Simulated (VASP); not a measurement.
Set up this calculation in VASP 6.6.1, as the native input.

```
Task                   : electric field gradients
Functional             : PBE
Potentials or basis    : VASP PAW PBE potentials, release 64 (Ba_sv, Ti_sv, O)
Cutoff                 : 520 eV
k mesh                 : 7 × 7 × 7
Occupations            : fermi-dirac, width 0.08 eV
Spin                   : no spin polarisation
Dipole correction      : no
Further INCAR settings : ALGO = Normal; EDIFF = 1e-08; NBANDS = 28
```

The structure of BaTiO3 lies in POSCAR:

```
BaTiO3
1.0
    4.1197940000      0.0000000000      0.0000000000
    0.0000000000      4.1197940000      0.0000000000
    0.0000000000      0.0000000000      4.0180000000
Ba Ti O
1 1 3
Direct
    0.0000000000      0.0000000000      0.0000000000
    0.5000000000      0.5000000000      0.4820000000
    0.5000000000      0.5000000000      0.0160000000
    0.5000000000      0.0000000000      0.5150000000
    0.0000000000      0.5000000000      0.5150000000
```

This cell differs from its parent crystal: equal xx and yy strain of +3 %.

These files were run (other wordings do the same):

INCAR

```
SYSTEM = BaTiO3
PREC     = Accurate       ! precision mode
ENCUT    = 520            ! plane-wave cutoff, eV
EDIFF    = 1E-8           ! SCF threshold, eV
ISMEAR   = -1             ! smearing method
SIGMA    = 0.08           ! smearing width, eV
LREAL    = .False.        ! projectors in reciprocal space
LASPH    = .True.         ! aspherical terms in the spheres
NELM     = 100            ! most SCF steps
ALGO     = Normal         ! electronic algorithm
ISIF     = 2              ! what is computed and relaxed
LWAVE    = .False.        ! write WAVECAR
LCHARG   = .False.        ! write CHGCAR
GGA      = PE             ! functional
LEFG     = .True.       
NBANDS   = 28             ! bands
```

KPOINTS

```
Automatic mesh
0
Gamma
  7 7 7
  0 0 0
```

Potentials or basis: VASP PAW PBE potentials, release 64 (Ba_sv, Ti_sv, O).

Command:

```bash
$ cat potpaw_PBE.64/Ba_sv/POTCAR potpaw_PBE.64/Ti_sv/POTCAR potpaw_PBE.64/O/POTCAR > POTCAR
$ mpirun -np 1 vasp_std > vasp.out
```

Results of the run:

```yaml
Pressure: -4.6 GPa
Largest_force: 0.441 eV/Å
Band_gap_on_the_k_mesh: 1.74 eV, indirect (least direct gap 1.98 eV)
```

Caveat: the cell differs from its parent crystal (equal xx and yy strain of +3 %); without QUAD_EFG the Cq values of the log hold for a quadrupole moment of 1 mb, not for the nuclei; spin-orbit coupling is left out, which moves the levels of the heavy elements.

It took 82 s on 1 thread of Intel(R) Xeon(R) Platinum 8259CL CPU @ 2.50GHz (Skylake/Cascade Lake), with other jobs on the host, peak memory 0.23 GiB.
